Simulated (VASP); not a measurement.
O: single point with LDA

O:

```xyz
2
Lattice="0.0000 1.4711 3.7772 1.4616 0.0000 3.7772 1.4616 1.4711 0.0000" Properties=species:S:1:pos:R:3 pbc="T T T"
O     1.4616    1.4711    0.6107
O     1.4616    1.4711    6.9436
```

```json
{
  "Program": "VASP 6.6.1",
  "Task": "single point",
  "Functional": "LDA",
  "Potentials or basis": "VASP PAW LDA potentials, release 64 (O)",
  "Cutoff": "520 eV",
  "k mesh": "22 × 22 × 22",
  "Occupations": "gaussian, width 0.15 eV",
  "Spin": "no spin polarisation",
  "Dipole correction": "no",
  "Further INCAR settings": "ALGO = Normal; EDIFF = 1e-06; NBANDS = 13"
}
```

```json
{"Pressure": "24.5 GPa", "Largest force": "0.671 eV/Å", "Band gap on the k mesh": "zero (bands 6 and 7 overlap by 4.70 eV)"}
```

Forces in eV/Å, atoms in the order of the input:
```
O    0.000  0.000 -0.671
O    0.000  0.000  0.671
```

Stress tensor (GPa, compression positive):
```
41.07  0.00  0.00
 0.00 41.34  0.00
 0.00  0.00 -8.87
```

Levels at points of the mesh, in eV from the Fermi level:
| k point | band 4 | band 5 | band 6 | band 7 | band 8 | band 9 |
| --- | --- | --- | --- | --- | --- | --- |
| (0.00, 0.00, 0.00) | -3.55 | -3.52 | 2.50 | 2.52 | 9.74 | 12.00 |
| (0.50, 0.00, 0.00) | -7.24 | -3.79 | -2.71 | 3.20 | 9.10 | 16.07 |
| (0.50, 0.50, 0.00) | -3.60 | -3.57 | 2.61 | 2.63 | 5.29 | 13.84 |
| (0.50, 0.00, 0.50) | -9.20 | -5.63 | -2.26 | -1.93 | 10.69 | 11.07 |
| (0.00, 0.50, 0.50) | -9.28 | -5.62 | -2.32 | -1.87 | 10.67 | 11.06 |

It took 2.5 min on 1 thread of Intel(R) Xeon(R) 6975P-C (Granite Rapids), with other jobs on the host, peak memory 0.32 GiB.

Caveat: the standard files for N, O and F lose accuracy on very short bonds; spin is off for a triplet molecule; the cell stands under pressure.
